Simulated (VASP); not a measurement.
Here is a VASP 6.6.1 calculation.

File INCAR:

```
ALGO = Normal ; EDIFF = 1E-7
ENCUT = 520 ; ISIF = 2
ISMEAR = 0 ; LASPH = T
LCHARG = T ; LDAU = T
LDAUJ = 0.9 0 ; LDAUL = 2 -1
LDAUPRINT = 1 ; LDAUTYPE = 1
LDAUU = 8 0 ; LELF = T
LMAXMIX = 4 ; LREAL = F
LVHAR = T ; LWAVE = F
NBANDS = 40 ; NELM = 150
PREC = Accurate ; SIGMA = 0.05
```

File KPOINTS:

```
k-points
0
Gamma
  5 5 5
```

The input POSCAR:

```
W3N4
1.0
    4.1219995300      0.0000000000      0.0000000000
    0.0000000000      4.1219995300      0.0000000000
    0.0000000000      0.0000000000      4.1219995300
W N
3 4
Direct
    0.5000000000      0.5000000000      0.0000000000
    0.0000000000      0.5000000000      0.5000000000
    0.5000000000      0.0000000000      0.5000000000
    0.5000000000      0.5000000000      0.5000000000
    0.5000000000      0.0000000000      0.0000000000
    0.0000000000      0.5000000000      0.0000000000
    0.0000000000      0.0000000000      0.5000000000
```

Potentials or basis: VASP PAW LDA potentials, release 64 (W_sv, N).

The run is started by

```console
$ cat potpaw_LDA.64/W_sv/POTCAR potpaw_LDA.64/N/POTCAR > POTCAR
$ mpirun -np 1 vasp_std > vasp.out
```

Task: Predict the band gap on the k mesh.

Result: Zero (band 31 reaches 12.48 eV, above the bottom of band 32 at 10.85 eV).

Task: Estimate the pressure.

Result: 28.5 GPa.

Eigenvalues of the final occupation matrices:
```tsv
site	spin	trace	eigenvalues
site 1 d	1	1.68	0.29 0.31 0.31 0.38 0.38
site 1 d	2	1.68	0.29 0.31 0.31 0.38 0.38
site 2 d	1	1.68	0.29 0.31 0.31 0.38 0.38
site 2 d	2	1.68	0.29 0.31 0.31 0.38 0.38
site 3 d	1	1.68	0.29 0.31 0.31 0.38 0.38
site 3 d	2	1.68	0.29 0.31 0.31 0.38 0.38
```

Caveat: spin-orbit coupling is left out, which moves the levels of the heavy elements; U without spin polarisation on a metal has little footing.
